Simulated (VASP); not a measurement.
Runs of VASP 6.6.1 on SnO2. The structure is that of space group P4_2/mnm (No. 136), or close to it. The cells are those of the table. 

```csv
cell,gap on the mesh (eV),pressure (GPa),largest force (eV/Å)
"a = 5.025, b = 5.025, c = 2.872 Å, 6 atoms",2.30,11.9,0.60
"a = 4.480, b = 4.480, c = 3.614 Å, 6 atoms",(a),-0.3,0.79
"a = 4.894, b = 4.894, c = 3.028 Å, 6 atoms",(c),(b),0.32
"a = 4.611, b = 4.611, c = 3.411 Å, 6 atoms",1.56,-1.2,0.35
```

Alike in all rows: task single point; level r2SCAN; potentials or basis VASP PAW PBE potentials, release 64 (Sn_d, O); no spin polarisation; k mesh 6 × 6 × 10; cutoff (eV) 520; smearing gaussian 0.05 eV.

Fill in the values left out.

(a) 1.57; (b) 5.6; (c) 2.08.

Caveats: the PAW data sets were made with another functional, which shifts forces and pressure a little; spin-orbit coupling is left out, which moves the levels of the heavy elements; the cell stands under pressure (at least some runs).

A k mesh can miss the band edges, and the runs leave out spin-orbit coupling on Sn.
